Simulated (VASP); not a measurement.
# Se (P3_121) in VASP: notebook

The runs below take Se through single point, with PBE.

Program: VASP 6.6.1. These are calculated values, not measurements. Logs are shortened: lines on timing, memory, paths and dates and some standing lists are left out, and cuts for length are marked.

## (1) The cell of the first run

The structure is trigonal, space group P3_121 (No. 152). Conventional cell: a = 4.366 Å, b = 4.366 Å, c = 5.152 Å, α = 90.00°, β = 90.00°, γ = 120.00°. Se (site symmetry 2) has 2 Se at 2.42 Å within 3.2 Å.

## (2) Single point, PBE

File INCAR:

```
SYSTEM = Se
PREC = Accurate ; ENCUT = 520
EDIFF = 1E-6 ; ISMEAR = -1
SIGMA = 0.05 ; LREAL = .False.
LASPH = .True. ; NELM = 100
ALGO = Normal ; ISIF = 2
LWAVE = .False. ; LCHARG = .True.
GGA = PE ; LELF = .True.
LVHAR = .True. ; NBANDS = 16
```

File KPOINTS:

```
Automatic mesh
0
Gamma
  6 6 5
  0 0 0
```

File POSCAR:

```
Se
1.0
    4.3662000000      0.0000000000      0.0000000000
   -2.1831000000      3.7812401180      0.0000000000
    0.0000000000      0.0000000000      5.1517440000
Se
3
Direct
    0.7746000000      0.7746000000      0.0000000000
    0.0000000000      0.2254000000      0.6666666667
    0.2254000000      0.0000000000      0.3333333333
```

Potentials or basis: VASP PAW PBE potentials, release 64 (Se).

On the command line:

```
$ cat potpaw_PBE.64/Se/POTCAR > POTCAR
$ mpirun -np 1 vasp_std > vasp.out
```

OUTCAR:

```text
SYSTEM = Se
   PREC = Accurate
   ENCUT = 520
   EDIFF = 1E-6
   ISMEAR = -1
   LREAL = .False.
   LASPH = .True.
   NELM = 100
   ISIF = 2
   GGA = PE

 ion  position               nearest neighbor table
   1  0.775  0.775  0.000-   2 2.42   3 2.42
   2  0.000  0.225  0.667-   1 2.42   3 2.42
   3  0.225  0.000  0.333-   1 2.42   2 2.42

  LATTYP: Found a hexagonal cell.
 ALAT       =     4.3662000000
 C/A-ratio  =     1.1799148001

  Lattice vectors:

 A1 = (   4.3662000000,   0.0000000000,   0.0000000000)
 A2 = (  -2.1831000000,   3.7812401180,   0.0000000000)
 A3 = (   0.0000000000,   0.0000000000,   5.1517440000)

Analysis of symmetry for initial positions (statically):
=====================================================================
 Subroutine PRICEL returns:
 Original cell was already a primitive cell.

 Routine SETGRP: Setting up the symmetry group for a
 hexagonal supercell.

 Subroutine GETGRP returns: Found  6 space group operations
 (whereof  2 operations were pure point group operations)
 out of a pool of 24 trial point group operations.

The static configuration has the point symmetry C_2 .
 The point group associated with its full space group is D_3 .

Analysis of symmetry for dynamics (positions and initial velocities):
=====================================================================
 Subroutine PRICEL returns:
 Original cell was already a primitive cell.

 Routine SETGRP: Setting up the symmetry group for a
 hexagonal supercell.

 Subroutine GETGRP returns: Found  6 space group operations
 (whereof  2 operations were pure point group operations)
 out of a pool of 24 trial point group operations.

The dynamic configuration has the point symmetry C_2 .
 The point group associated with its full space group is D_3 .

 Subroutine INISYM returns: Found  6 space group operations
 (whereof  2 operations are pure point group operations),
 and found     1 'primitive' translations

----------------------------------------------------------------------------------------

                                     Primitive cell

  volume of cell :      85.0535

  direct lattice vectors                    reciprocal lattice vectors
     4.366200000  0.000000000  0.000000000     0.229032110  0.132231751  0.000000000
    -2.183100000  3.781240118  0.000000000     0.000000000  0.264463501  0.000000000
     0.000000000  0.000000000  5.151744000     0.000000000  0.000000000  0.194109024

  length of vectors
     4.366200000  4.366200000  5.151744000     0.264463501  0.264463501  0.194109024

  position of ions in fractional coordinates (direct lattice)
     0.774600000  0.774600000  0.000000000
     0.000000000  0.225400000  0.666666667
     0.225400000  0.000000000  0.333333333

  ion indices of the primitive-cell ions
   primitive index   ion index
                 1           1
                 2           2
                 3           3

----------------------------------------------------------------------------------------

 KPOINTS: Automatic mesh

Automatic generation of k-mesh.
 Grid dimensions read from file:
 generate k-points for:    6    6    5

 Generating k-lattice:

  Cartesian coordinates                     Fractional coordinates (reciprocal lattice)
     0.038172018  0.022038625  0.000000000     0.166666667  0.000000000  0.000000000
     0.000000000  0.044077250  0.000000000     0.000000000  0.166666667  0.000000000
     0.000000000  0.000000000  0.038821805     0.000000000  0.000000000  0.200000000

  Length of vectors
     0.044077250  0.044077250  0.038821805

  Shift w.r.t. Gamma in fractional coordinates (k-lattice)
     0.000000000  0.000000000  0.000000000

 Subroutine IBZKPT returns following result:
 ===========================================

 Found     27 irreducible k-points:

 Following reciprocal coordinates:
            Coordinates               Weight
  0.000000  0.000000  0.000000      1.000000
  0.166667 -0.000000  0.000000      6.000000
  0.333333 -0.000000  0.000000      6.000000
  0.500000  0.000000  0.000000      3.000000
  0.166667  0.166667  0.000000      6.000000
  0.333333  0.166667  0.000000     12.000000
[... 16 lines left out ...]
  0.500000  0.000000  0.400000      6.000000
  0.166667  0.166667  0.400000     12.000000
 [... further k-points ...]
   k-points           NKPTS =     27   k-points in BZ     NKDIM =     27   number of bands    NBANDS=     16
   number of dos      NEDOS =    301   number of ions     NIONS =      3
   total plane-waves  NPLWV =  40960
   dimension x,y,z NGX =    32 NGY =   32 NGZ =   40
   dimension x,y,z NGXF=    64 NGYF=   64 NGZF=   80
   ions per type =               3
   NGX,Y,Z   is equivalent  to a cutoff of  12.18, 12.18, 12.91 a.u.
   NGXF,Y,Z  is equivalent  to a cutoff of  24.37, 24.37, 25.82 a.u.
 SYSTEM =  Se
   PREC   = accura    normal or accurate (medium, high low for compatibility)
   ISTART =      0    job   : 0-new  1-cont  2-samecut
   ICHARG =      2    charge: 1-file 2-atom 10-const
   ISPIN  =      1    spin polarized calculation?
   LNONCOLLINEAR =      F non collinear calculations
   LSORBIT =      F    spin-orbit coupling
   LASPH  =      T    aspherical Exc in radial PAW
   ENCUT  =  520.0 eV  38.22 Ry    6.18 a.u.   8.12  8.12  9.58*2*pi/ulx,y,z
   NELM   =    100;   NELMIN=  2; NELMDL= -5     # of ELM steps
   EDIFF  = 0.1E-05   stopping-criterion for ELM
   LREAL  =      F    real-space projection
   EDIFFG = 0.1E-04   stopping-criterion for IOM
   NSW    =      0    number of steps for IOM
   IBRION =     -1    ionic relax: 0-MD 1-quasi-New 2-CG
   NFREE  =      0    steps in history (QN), initial steepest desc. (CG)
   ISIF   =      2    stress and relaxation
   ISYM   =      2    0-nonsym 1-usesym 2-fastsym
   POTIM  = 0.5000    time-step for ionic-motion
   TEBEG  =    0.0;   TEEND  =   0.0 temperature during run
   PSTRESS=    0.0 pullay stress
   NELECT =      18.0000    total number of electrons
   NUPDOWN=      -1.0000    fix difference up-down
   EMIN   =  10.00;   EMAX   =-10.00  energy-range for DOS
   EFERMI =   0.00;   METHOD = LEGACY
   ISMEAR =    -1;   SIGMA  =   0.05  broadening in eV -4-tet -1-fermi 0-gaus
   EFERMI_NEDOS =   21; number of points for ismear=-14 and -15
   IALGO  =     38    algorithm
   IMIX   =      4    mixing-type and parameters
     AMIX     =   0.40;   BMIX     =  1.00
     AMIX_MAG =   1.60;   BMIX_MAG =  1.00
  volume/ion in A,a.u.               =      28.35       191.32
  Fermi-wavevector in a.u.,A,eV,Ry     =   0.975592  1.843602 12.949753  0.951780
  Thomas-Fermi vector in A             =   2.106144
   LORBIT       =      0    0 simple, 1 ext, 2 COOP (PROOUT), +10 PAW based schemes
   GGA     = PE    functional components
   LHFCALC =     F    Hartree Fock is set to
   AEXX    =    0.0000 exact exchange contribution
   IVDW    =     0    specifies the selected vdW correction
   LEPSILON=     F    determine dielectric tensor
   LRPA    =     F    only Hartree local field effects (RPA)
 non-spin polarized calculation
  energy-cutoff  :      520.00
  volume of cell :       85.05
 maximum number of plane-waves:      2317
   NGX = 17   NGY = 17   NGZ = 19

 number of electron      18.0000001 magnetization

 Free energy of the ion-electron system (eV)
  ---------------------------------------------------
  ext. energy  EPLUGINS =         0.00000000
  ---------------------------------------------------
  free energy    TOTEN  =       -10.50239016 eV

  energy without entropy =      -10.50238905  energy(sigma->0) =      -10.50238961

 E-fermi :   2.7702     XC(G=0):  -8.6903

 val. band max:        2.1681110477   @ k =   0.3333   0.3333   0.4000
 cond. band min:       3.3257317530   @ k =   0.3333   0.3333   0.4000
 fundamental gap:      1.1576207052
 Fermi energy:         2.7702411733

 k-point     1 :       0.0000    0.0000    0.0000
  band No.  band energies     occupation
      1     -13.1726      2.00000
      2      -9.3970      2.00000
      3      -9.3970      2.00000
      4      -1.3641      2.00000
      5      -1.3641      2.00000
      6      -1.1448      2.00000
[... 8 lines left out ...]
     15       8.8069      0.00000
     16      10.7008      0.00000

 k-point     2 :       0.1667   -0.0000    0.0000
  band No.  band energies     occupation
      1     -13.0681      2.00000
      2      -9.4779      2.00000
      3      -9.3834      2.00000
      4      -1.9982      2.00000
      5      -1.6697      2.00000
      6      -1.0363      2.00000
[... 8 lines left out ...]
     15       9.6117      0.00000
     16      10.6450      0.00000

 k-point     3 :       0.3333   -0.0000    0.0000
  band No.  band energies     occupation
      1     -12.8308      2.00000
      2      -9.6893      2.00000
      3      -9.3551      2.00000
      4      -2.5353      2.00000
      5      -2.0644      2.00000
      6      -1.0845      2.00000
[... 8 lines left out ...]
     15      10.9689      0.00000
     16      11.6317      0.00000

 k-point     4 :       0.5000    0.0000    0.0000
  band No.  band energies     occupation
      1     -12.6927      2.00000
      2      -9.8252      2.00000
      3      -9.3404      2.00000
      4      -2.6585      2.00000
      5      -2.2273      2.00000
      6      -0.9269      2.00000
[... 8 lines left out ...]
     15      12.2814      0.00000
     16      12.3161      0.00000

 k-point     5 :       0.1667    0.1667    0.0000
  band No.  band energies     occupation
      1     -12.8950      2.00000
      2      -9.5969      2.00000
      3      -9.3960      2.00000
      4      -2.3616      2.00000
      5      -2.1225      2.00000
      6      -0.9462      2.00000
[... 8 lines left out ...]
     15      10.3146      0.00000
     16      11.0863      0.00000

 k-point     6 :       0.3333    0.1667    0.0000
  band No.  band energies     occupation
      1     -12.6960      2.00000
      2      -9.7397      2.00000
      3      -9.4297      2.00000
      4      -2.5731      2.00000
      5      -2.3278      2.00000
      6      -0.8539      2.00000
[... 8 lines left out ...]
     15      11.3587      0.00000
     16      11.7884      0.00000

 k-point     7 :       0.3333    0.3333    0.0000
  band No.  band energies     occupation
      1     -12.6253      2.00000
      2      -9.6218      2.00000
      3      -9.6218      2.00000
      4      -2.4847      2.00000
      5      -2.4847      2.00000
      6      -0.4379      2.00000
[... 8 lines left out ...]
     15      10.0493      0.00000
     16      12.0224      0.00000

 k-point     8 :       0.0000    0.0000    0.2000
  band No.  band energies     occupation
      1     -12.9999      2.00000
      2     -10.6074      2.00000
      3      -8.2280      2.00000
      4      -1.8624      2.00000
      5      -1.0592      2.00000
      6      -1.0291      2.00000
[... 8 lines left out ...]
     15       9.2021      0.00000
     16       9.7940      0.00000

 k-point     9 :       0.1667   -0.0000    0.2000
  band No.  band energies     occupation
      1     -12.8989      2.00000
      2     -10.5724      2.00000
      3      -8.3652      2.00000
      4      -2.1323      2.00000
      5      -1.5934      2.00000
      6      -0.8976      2.00000
[... 8 lines left out ...]
     15       9.6743      0.00000
     16       9.9456      0.00000
[... 172 lines left out ...]
 k-point    19 :       0.1667   -0.0000    0.4000
  band No.  band energies     occupation
      1     -12.4006      2.00000
      2     -11.6011      2.00000
      3      -7.6558      2.00000
      4      -2.4893      2.00000
      5      -1.3283      2.00000
      6      -0.9554      2.00000
[... 8 lines left out ...]
     15      10.1551      0.00000
     16      10.2721      0.00000

 k-point    20 :       0.0000    0.1667    0.4000
  band No.  band energies     occupation
      1     -12.3984      2.00000
      2     -11.6053      2.00000
      3      -7.6458      2.00000
      4      -2.5201      2.00000
      5      -1.4310      2.00000
      6      -0.9544      2.00000
[... 8 lines left out ...]
     15       9.7298      0.00000
     16      10.5900      0.00000

 k-point    21 :       0.3333   -0.0000    0.4000
  band No.  band energies     occupation
      1     -12.2031      2.00000
      2     -11.4411      2.00000
      3      -8.1157      2.00000
      4      -2.9237      2.00000
      5      -1.8655      2.00000
      6      -1.3652      2.00000
[... 8 lines left out ...]
     15      10.3493      0.00000
     16      10.7554      0.00000

 k-point    22 :       0.0000    0.3333    0.4000
  band No.  band energies     occupation
      1     -12.1939      2.00000
      2     -11.4588      2.00000
      3      -8.0853      2.00000
      4      -3.0281      2.00000
      5      -1.9765      2.00000
      6      -1.3158      2.00000
[... 8 lines left out ...]
     15      10.3292      0.00000
     16      11.1289      0.00000

 k-point    23 :       0.5000    0.0000    0.4000
  band No.  band energies     occupation
      1     -12.0863      2.00000
      2     -11.3647      2.00000
      3      -8.3350      2.00000
      4      -3.2500      2.00000
      5      -2.1028      2.00000
      6      -1.5060      2.00000
[... 8 lines left out ...]
     15      11.3118      0.00000
     16      11.7537      0.00000

 k-point    24 :       0.1667    0.1667    0.4000
  band No.  band energies     occupation
      1     -12.2513      2.00000
      2     -11.4911      2.00000
      3      -7.9815      2.00000
      4      -2.8045      2.00000
      5      -1.8978      2.00000
      6      -1.3251      2.00000
[... 8 lines left out ...]
     15      10.1404      0.00000
     16      10.5355      0.00000

 [... further k-points ...]

------------------------ aborting loop because EDIFF is reached ----------------------------------------

  FORCE on cell =-STRESS in cart. coord.  units (eV):
  Direction    XX          YY          ZZ          XY          YZ          ZX
  --------------------------------------------------------------------------------------
  -------------------------------------------------------------------------------------
  Total        0.1137139      0.1137139     -0.4168343     -0.0000000      0.0000000      0.0000000
  in kB        2.1420625      2.1420625     -7.8520288     -0.0000000      0.0000000      0.0000000
  external PRESSURE =      -1.1893013 kB  Pullay stress =       0.0000000 kB

 VOLUME and BASIS-vectors are now :
 -----------------------------------------------------------------------------
  energy-cutoff  :      520.00
  volume of cell :       85.05
      direct lattice vectors                 reciprocal lattice vectors
     4.366200000  0.000000000  0.000000000     0.229032110  0.132231751  0.000000000
    -2.183100000  3.781240118  0.000000000     0.000000000  0.264463501  0.000000000
     0.000000000  0.000000000  5.151744000     0.000000000  0.000000000  0.194109024

 POSITION                                       TOTAL-FORCE (eV/Angst)
 -----------------------------------------------------------------------------------
      1.69103      2.92895      0.00000         0.001013      0.001755      0.000000
     -0.49207      0.85229      3.43450         0.001013     -0.001755      0.000000
      0.98414      0.00000      1.71725        -0.002027      0.000000     -0.000000
 -----------------------------------------------------------------------------------
    total drift:                               -0.000001     -0.000001     -0.000000

  FREE ENERGIE OF THE ION-ELECTRON SYSTEM (eV)
  ---------------------------------------------------
  free  energy   TOTEN  =       -10.5023901617 eV

  energy  without entropy=      -10.5023890517  energy(sigma->0) =      -10.50238961
```

Run time: 25 s. Hardware: 1 thread of Intel Xeon Platinum 8259CL at 2.50GHz (Skylake/Cascade Lake), shared host; peak memory 0.19 GiB.

What came out:

* Free energy: -10.5024 eV
* Pressure: -0.1 GPa
* Band gap on the k mesh: 1.16 eV, direct

Forces on the atoms (eV/Å):
```
Se   0.001  0.002  0.000
Se   0.001 -0.002  0.000
Se  -0.002  0.000  0.000
```

[end of part 1 of 2]
